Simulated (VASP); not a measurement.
A run of VASP 6.6.1 is set up as follows.

The input INCAR:

```
  ALGO = Normal
  EDIFF = 1E-6
  ENCUT = 520
  GGA = PE
  ISIF = 2
  ISMEAR = 0
  LASPH = True
  LCHARG = False
  LREAL = False
  LWAVE = False
  NBANDS = 16
  NELM = 80
  PREC = Accurate
  SIGMA = 0.15
```

The input KPOINTS:

```
k-points
0
Gamma
  10 10 14
```

POSCAR

```
Al2Cu
1.0
    4.0250000000      0.0000000000      0.0000000000
    0.0000000000      4.0250000000      0.0000000000
    0.0000000000      0.0000000000      2.6540000000
Al Cu
2 1
Direct
    0.5000000000      0.0000000000      0.5000000000
    0.0000000000      0.5000000000      0.5000000000
    0.0000000000      0.0000000000      0.0000000000
```

Potentials or basis: VASP PAW PBE potentials, release 64 (Al, Cu).

Launch:

```bash
$ cat potpaw_PBE.64/Al/POTCAR potpaw_PBE.64/Cu/POTCAR > POTCAR
$ mpirun -np 1 vasp_std > vasp.out
```

Problem. Predict the pressure.

Solution. 16.6 GPa.

Stress tensor (GPa, compression positive):
```
14.20  0.00  0.00
 0.00 14.20  0.00
 0.00  0.00 21.52
```
